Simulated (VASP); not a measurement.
Input of a VASP 6.6.1 run:

Contents of INCAR:

```
SYSTEM = NaLa3
PREC = Accurate ; ENCUT = 520
EDIFF = 1E-6 ; ISMEAR = -1
SIGMA = 0.1 ; LREAL = .False.
LASPH = .True. ; NELM = 80
ALGO = Normal ; ISIF = 2
LWAVE = .False. ; LCHARG = .True.
GGA = PE ; LELF = .True.
LVHAR = .True. ; NBANDS = 28
```

Contents of KPOINTS:

```
regular mesh
0
Gamma
  5 5 5
  0 0 0
```

POSCAR

```
NaLa3
1.0
    5.2562870000      0.0000000000      0.0000000000
    0.0000000000      5.2562870000      0.0000000000
    0.0000000000      0.0000000000      5.2562870000
Na La
1 3
Direct
    0.0000000000      0.0000000000      0.0000000000
    0.5000000000      0.0000000000      0.5000000000
    0.0000000000      0.5000000000      0.5000000000
    0.5000000000      0.5000000000      0.0000000000
```

Potentials or basis: VASP PAW PBE potentials, release 64 (Na_pv, La).

Command:

```bash
$ cat potpaw_PBE.64/Na_pv/POTCAR potpaw_PBE.64/La/POTCAR > POTCAR
$ mpirun -np 1 vasp_std > vasp.out
```

Predict the pressure.

0.3 GPa.

Predict the band gap on the k mesh.

zero (band 20 reaches 6.75 eV, above the bottom of band 21 at 5.38 eV).

Caveat: spin-orbit coupling is left out, which moves the levels of the heavy elements.
